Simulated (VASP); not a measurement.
# Ir (I4/mmm) in VASP: notebook, part 2 of 2

VASP 6.6.1. The steps go on from the part before.

**4. Single point, r2SCAN (strain -0.040 along x and y, -0.080 along z)**

File POSCAR:

```
Ir
1.0
    0.0000000000      1.8429120000      1.7661240000
    1.8429120000      0.0000000000      1.7661240000
    1.8429120000      1.8429120000      0.0000000000
Ir
1
Direct
    0.0000000000      0.0000000000      0.0000000000
```

File INCAR.step1:

```
PREC = Accurate ; ENCUT = 520
ISMEAR = 0 ; SIGMA = 0.15
LREAL = False ; LASPH = True
NELM = 60 ; NBANDS = 10
GGA = PE ; ALGO = Normal
EDIFF = 1E-4 ; LWAVE = True
LCHARG = False
```

File INCAR.step2:

```
PREC = Accurate ; ENCUT = 520
EDIFF = 1E-6 ; ISMEAR = 0
SIGMA = 0.15 ; LREAL = False
LASPH = True ; NELM = 60
ALGO = Normal ; ISIF = 2
LWAVE = False ; LCHARG = False
METAGGA = R2SCAN ; LMIXTAU = True
NBANDS = 10 ; ISTART = 1
```

File KPOINTS:

```
regular mesh
0
Gamma
  22 22 22
```

Potentials or basis: VASP PAW PBE potentials, release 64 (Ir).

Run with:

```
$ cat potpaw_PBE.64/Ir/POTCAR > POTCAR
$ cp INCAR.step1 INCAR
$ mpirun -np 1 vasp_std > vasp.out
$ cp INCAR.step2 INCAR
$ mpirun -np 1 vasp_std > vasp.out
```

OUTCAR:

```text
PREC = Accurate
   ENCUT = 520
   EDIFF = 1E-6
   ISMEAR = 0
   LREAL = False
   LASPH = True
   NELM = 60
   ISIF = 2
   METAGGA = R2SCAN
   ISTART = 1

 ion  position               nearest neighbor table
   1  0.000  0.000  0.000-

  LATTYP: Found a body centered tetragonal cell.
 ALAT       =     2.6062711447
 C/A-ratio  =     1.3552879973

  Lattice vectors:

 A1 = (   0.0000000000,  -1.8429120000,  -1.7661240000)
 A2 = (   0.0000000000,   1.8429120000,  -1.7661240000)
 A3 = (   1.8429120000,   0.0000000000,   1.7661240000)

[... 481 lines left out ...]
      2       7.6631      2.00000
      3       8.2281      2.00000
      4      11.6253      2.00000
      5      14.5849      0.00000
      6      14.8807      0.00000
      7      23.1203      0.00000
      8      27.8593      0.00000
      9      35.6117      0.00000
     10      35.7984      0.00000

 [... further k-points ...]
[... 5 lines left out ...]
  --------------------------------------------------------------------------------------
  -------------------------------------------------------------------------------------
  Total        7.1718831      7.1718831      8.9934083      0.0000000      0.0000000     -0.0000000
  in kB      957.8188994    957.8188994   1201.0871236      0.0000000      0.0000000     -0.0000000
  external PRESSURE =    1038.9083075 kB  Pullay stress =       0.0000000 kB

 VOLUME and BASIS-vectors are now :
 -----------------------------------------------------------------------------
  energy-cutoff  :      520.00
  volume of cell :       12.00
      direct lattice vectors                 reciprocal lattice vectors
     0.000000000  1.842912000  1.766124000    -0.271309753  0.271309753  0.283105829
     1.842912000  0.000000000  1.766124000     0.271309753 -0.271309753  0.283105829
     1.842912000  1.842912000  0.000000000     0.271309753  0.271309753 -0.283105829

 POSITION                                       TOTAL-FORCE (eV/Angst)
 -----------------------------------------------------------------------------------
      0.00000      0.00000      0.00000         0.000000     -0.000000      0.000000
 -----------------------------------------------------------------------------------
    total drift:                                0.000000     -0.000000     -0.000000

  FREE ENERGIE OF THE ION-ELECTRON SYSTEM (eV)
  ---------------------------------------------------
  free  energy   TOTEN  =       -51.7178773411 eV

  energy  without entropy=      -51.7088169709  energy(sigma->0) =      -51.71334716
```

Run time: 2.3 min. Hardware: 1 thread of Intel Xeon 6975P-C (Granite Rapids), shared host; peak memory 0.22 GiB.

What came out:

```yaml
Free_energy: -51.7179 eV
Pressure: 103.9 GPa
```

Stress tensor (GPa, compression positive):
```
 95.78   0.00   0.00
  0.00  95.78   0.00
  0.00   0.00 120.11
```

Levels at points of the mesh, in eV from the Fermi level:
```tsv
k point	band 1	band 2	band 3	band 4	band 5	band 6	band 7	band 8
(0.00, 0.00, 0.00)	-13.41	-5.33	-5.33	-4.64	-2.06	-1.13	14.68	20.98
(0.50, 0.00, 0.00)	-10.37	-5.71	-4.94	-1.03	1.08	1.52	9.68	14.26
(0.50, 0.50, 0.00)	-10.39	-9.76	1.18	2.17	2.17	2.69	12.69	12.69
(0.50, 0.00, 0.50)	-10.41	-9.65	1.20	1.59	1.76	2.46	13.13	13.27
```

Caveat: the cell differs from its parent crystal (strain -0.040 along x and y, -0.080 along z); the PAW data sets were made with another functional, which shifts forces and pressure a little; spin-orbit coupling is left out, which moves the levels of the heavy elements.

**5. Single point, r2SCAN (strain -0.040 along x and y, +0.000 along z)**

File POSCAR:

```
Ir
1.0
    0.0000000000      1.8429120000      1.9197000000
    1.8429120000      0.0000000000      1.9197000000
    1.8429120000      1.8429120000      0.0000000000
Ir
1
Direct
    0.0000000000      0.0000000000      0.0000000000
```

File INCAR.step1:

```
SYSTEM = Ir
  PREC = Accurate
  ENCUT = 520
  ISMEAR = 0
  SIGMA = 0.15
  LREAL = .FALSE.
  LASPH = .TRUE.
  NELM = 60
  NBANDS = 10
  GGA = PE
  ALGO = Normal
  EDIFF = 1E-4
  LWAVE = .TRUE.
  LCHARG = .FALSE.
```

File INCAR.step2:

```
SYSTEM = Ir
  PREC = Accurate
  ENCUT = 520
  EDIFF = 1E-7
  ISMEAR = 0
  SIGMA = 0.15
  LREAL = .FALSE.
  LASPH = .TRUE.
  NELM = 60
  ALGO = Normal
  ISIF = 2
  LWAVE = .FALSE.
  LCHARG = .FALSE.
  METAGGA = R2SCAN
  LMIXTAU = .TRUE.
  NBANDS = 10
  ISTART = 1
```

File KPOINTS:

```
regular mesh
0
G
  22 22 22
  0 0 0
```

Run with:

```
$ cat potpaw_PBE.64/Ir/POTCAR > POTCAR
$ cp INCAR.step1 INCAR
$ mpirun -np 1 vasp_std > vasp.out
$ cp INCAR.step2 INCAR
$ mpirun -np 1 vasp_std > vasp.out
```

Run time: 2.6 min. Hardware: 1 thread of Intel Xeon 6975P-C (Granite Rapids), shared host; peak memory 0.23 GiB.

It converged, with:

- Free energy: -52.1882 eV
- Pressure: 44.6 GPa

Stress tensor (GPa, compression positive):
```
51.26  0.00  0.00
 0.00 51.26  0.00
 0.00  0.00 31.18
```

Levels at points of the mesh, in eV from the Fermi level:
```tsv
k point	band 1	band 2	band 3	band 4	band 5	band 6	band 7	band 8
(0.00, 0.00, 0.00)	-12.43	-4.92	-4.28	-4.28	-1.84	-1.00	14.95	20.33
(0.50, 0.00, 0.00)	-9.32	-5.00	-4.36	-0.87	0.95	1.28	8.63	14.52
(0.50, 0.50, 0.00)	-9.25	-8.55	1.09	1.21	1.81	1.81	11.51	13.32
(0.50, 0.00, 0.50)	-9.21	-8.58	0.98	1.53	2.18	2.18	12.23	12.76
```

Caveat: the cell differs from its parent crystal (strain -0.040 along x and y, +0.000 along z); the PAW data sets were made with another functional, which shifts forces and pressure a little; spin-orbit coupling is left out, which moves the levels of the heavy elements.

**6. Single point, r2SCAN (strain -0.040 along x and y, +0.040 along z)**

File POSCAR:

```
Ir
1.0
    0.0000000000      1.8429120000      1.9964880000
    1.8429120000      0.0000000000      1.9964880000
    1.8429120000      1.8429120000      0.0000000000
Ir
1
Direct
    0.0000000000      0.0000000000      0.0000000000
```

File INCAR.step1:

```
ALGO = Normal
EDIFF = 1E-4
ENCUT = 520
GGA = PE
ISMEAR = 0
LASPH = True
LCHARG = False
LREAL = False
LWAVE = True
NBANDS = 10
NELM = 80
PREC = Accurate
SIGMA = 0.15
```

File INCAR.step2:

```
ALGO = Normal
EDIFF = 1E-6
ENCUT = 520
ISIF = 2
ISMEAR = 0
ISTART = 1
LASPH = True
LCHARG = False
LMIXTAU = True
LREAL = False
LWAVE = False
METAGGA = R2SCAN
NBANDS = 10
NELM = 80
PREC = Accurate
SIGMA = 0.15
```

File KPOINTS:

```
k-points
0
Gamma
  22 22 22
```

Potentials or basis: VASP PAW PBE potentials, release 64 (Ir).

Run with:

```
$ cat potpaw_PBE.64/Ir/POTCAR > POTCAR
$ cp INCAR.step1 INCAR
$ mpirun -np 1 vasp_std > vasp.out
$ cp INCAR.step2 INCAR
$ mpirun -np 1 vasp_std > vasp.out
```

Wall time 2.2 min (1 thread of Intel Xeon 6975P-C (Granite Rapids), shared host); peak memory 0.23 GiB.

It converged, with:

- Free energy: -52.2382 eV
- Pressure: 24.7 GPa

Stress tensor (GPa, compression positive):
```
36.58  0.00  0.00
 0.00 36.58  0.00
 0.00  0.00  0.93
```

Levels at points of the mesh, in eV from the Fermi level:
```
           k point  band 1  band 2  band 3  band 4  band 5  band 6  band 7  band 8  band 9
(0.00, 0.00, 0.00)  -11.96   -4.99   -3.78   -3.78   -2.17   -0.57   15.16   19.45   22.12
(0.50, 0.00, 0.00)   -8.84   -4.97   -3.78   -0.75    0.77    1.32    8.24   14.53   20.79
(0.50, 0.50, 0.00)   -8.76   -8.04    0.67    1.10    1.65    1.65   10.19   13.65   13.65
(0.50, 0.00, 0.50)   -8.67   -8.05    0.81    1.11    2.37    2.47   11.63   12.58   12.66
```

Caveat: the cell differs from its parent crystal (strain -0.040 along x and y, +0.040 along z); the PAW data sets were made with another functional, which shifts forces and pressure a little; spin-orbit coupling is left out, which moves the levels of the heavy elements.

**7. Summary**

| cell | gap on the mesh (eV) | pressure (GPa) |
| --- | --- | --- |
| a = 2.878, b = 2.878, c = 2.932 Å, angles 59.4, 59.4, 61.2°, 1 atom | none | -42.5 |
| a = 2.609, b = 2.609, c = 2.498 Å, angles 61.4, 61.4, 57.2°, 1 atom | none | 107.1 |
| a = 2.553, b = 2.553, c = 2.606 Å, angles 59.3, 59.3, 61.4°, 1 atom | none | 103.9 |
| a = 2.661, b = 2.661, c = 2.606 Å, angles 60.7, 60.7, 58.6°, 1 atom | none | 44.6 |
| a = 2.717, b = 2.717, c = 2.606 Å, angles 61.3, 61.3, 57.3°, 1 atom | none | 24.7 |

Alike in all rows: task single point; level r2SCAN; potentials or basis VASP PAW PBE potentials, release 64 (Ir); no spin polarisation; k mesh 22 × 22 × 22; cutoff (eV) 520; smearing gaussian 0.15 eV.

Caveats: the PAW data sets were made with another functional, which shifts forces and pressure a little; spin-orbit coupling is left out, which moves the levels of the heavy elements.

Total energies depend on the potentials used, so only differences within one code and one set of settings carry meaning.
